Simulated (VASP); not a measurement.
A run of VASP 6.6.1:

The input INCAR:

```
PREC     = Accurate       # precision mode
ENCUT    = 520            # plane-wave cutoff, eV
EDIFF    = 1E-6           # SCF threshold, eV
ISMEAR   = 0              # smearing method
SIGMA    = 0.02           # smearing width, eV
LREAL    = Auto         
LASPH    = True           # aspherical terms in the spheres
NELM     = 100            # most SCF steps
ALGO     = Normal         # electronic algorithm
ISIF     = 2              # what is computed and relaxed
LWAVE    = False          # write WAVECAR
LCHARG   = True           # write CHGCAR
GGA      = PE             # functional
LELF     = True           # ELF
LVHAR    = True         
NBANDS   = 56             # bands
```

KPOINTS

```
regular mesh
0
Gamma
  2 2 1
```

Contents of POSCAR:

```
HC18F
1.0
    7.3980000000      0.0000000000      0.0000000000
   -3.6990000000      6.4068560000      0.0000000000
    0.0000000000      0.0000000000     12.0000000000
C F H
18 1 1
Direct
   -0.0140692861     -0.0057763121      0.0744714167
    0.2057613628      0.1043088841      0.0742322500
   -0.0164547437      0.3266998665      0.0748966667
    0.2083353306      0.4389569549      0.0744900000
   -0.0153792593      0.6622574317      0.0742427500
    0.2069435943      0.7733905679      0.0742381667
    0.3168429956     -0.0068365826      0.0741018333
    0.5412817079      0.1053955325      0.0739926667
    0.3180397296      0.3288491266      0.0742321667
    0.5402628889      0.4400245612      0.0741012500
    0.3192544508      0.6612155791      0.0742846667
    0.5389932981      0.7709655094      0.0742360000
    0.6509659047     -0.0046678121      0.0742596667
    0.8734104385      0.1064364487      0.0748193333
    0.6524585435      0.3277673168      0.0739988333
    0.8721929304      0.4378411190      0.0742914167
    0.6501538409      0.6598367436      0.0742415833
    0.8746174803      0.7720081425      0.0742835000
    0.8695105103      0.2225776574      0.3423930000
    0.8953300618      0.2249961604      0.2657480000
```

Potentials or basis: VASP PAW PBE potentials, release 64 (C, F, H).

The run is started by

```sh
$ cat potpaw_PBE.64/C/POTCAR potpaw_PBE.64/F/POTCAR potpaw_PBE.64/H/POTCAR > POTCAR
$ mpirun -np 1 vasp_std > vasp.out
```

Hardware: 1 thread of Intel Xeon 8259CL (shared host).

Question: How long does it take, and how much memory?

Answer: Wall time 7.9 min on 1 thread of Intel Xeon 8259CL, with other jobs on the host, peak memory 0.6 GiB. Counts: scf iterations 23, k points 4.
